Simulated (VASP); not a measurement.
A run of VASP 6.6.1 is set up as follows.

The input INCAR:

```
PREC     = Accurate       # precision mode
ENCUT    = 600            # plane-wave cutoff, eV
EDIFF    = 1E-6           # SCF threshold, eV
ISMEAR   = -1             # smearing method
SIGMA    = 0.05           # smearing width, eV
LREAL    = False          # projectors in reciprocal space
LASPH    = True           # aspherical terms in the spheres
NELM     = 120            # most SCF steps
ALGO     = Normal         # electronic algorithm
ISIF     = 2              # what is computed and relaxed
LWAVE    = False          # write WAVECAR
LCHARG   = False          # write CHGCAR
GGA      = PS             # functional
IVDW     = 12             # dispersion correction
NBANDS   = 16             # bands
GGA_COMPAT= False
```

KPOINTS

```
Automatic mesh
0
Gamma
  10 10 10
```

POSCAR

```
CdO
1.0
    0.0000000000      2.3275708025      2.3275708025
    2.3275708025      0.0000000000      2.3275708025
    2.3275708025      2.3275708025      0.0000000000
Cd O
1 1
Direct
    0.0000000000      0.0000000000      0.0000000000
    0.5000000000      0.5000000000      0.5000000000
```

Potentials or basis: VASP PAW PBE potentials, release 64 (Cd, O).

The run is started by

```sh
$ cat potpaw_PBE.64/Cd/POTCAR potpaw_PBE.64/O/POTCAR > POTCAR
$ mpirun -np 1 vasp_std > vasp.out
```

Q: Predict the dispersion energy per atom.

A: -0.261 eV.

Q: Estimate the band gap on the k mesh.

A: Zero (band 9 reaches 2.16 eV, above the bottom of band 10 at 1.68 eV).
